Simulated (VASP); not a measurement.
## ZrH3: single point with r2SCAN+D3(BJ)

Crystal: ZrH3.

```xyz
4
Lattice="3.1260 0.0000 0.0000 0.0000 3.1260 0.0000 0.0000 0.0000 3.1260" Properties=species:S:1:pos:R:3 pbc="T T T"
Zr    0.0000    0.0000    0.0000
H     0.0000    1.5630    1.5630
H     1.5630    0.0000    1.5630
H     1.5630    1.5630    0.0000
```

- Program: VASP 6.6.1
- Task: single point
- Functional: r2SCAN
- Dispersion: D3(BJ)
- Potentials or basis: VASP PAW PBE potentials, release 64 (Zr_sv, H)
- Cutoff: 520 eV
- k mesh: 5 × 5 × 5
- Occupations: fermi-dirac, width 0.3 eV
- Spin: no spin polarisation
- Dipole correction: no
- Further INCAR settings: ALGO = Normal; EDIFF = 1e-07; NBANDS = 16

- Pressure: -2.7 GPa
- Dispersion energy per atom: -0.099 eV

Levels at points of the mesh, in eV from the Fermi level:
```
           k point  band 4  band 5  band 6  band 7  band 8  band 9  band 10  band 11
(0.00, 0.00, 0.00)  -28.10  -10.70   -4.54   -4.54    4.03    4.03     4.03     5.85
```

Run time: 18 s on 1 thread of Intel(R) Xeon(R) 6975P-C (Granite Rapids), with other jobs on the host, peak memory 0.15 GiB.

Caveat: the k points lie up to 0.40 Å⁻¹ apart; three body term missing; the PAW data sets were made with another functional, which shifts forces and pressure a little; pairwise dispersion overbinds metals, which lowers pressure and volume.
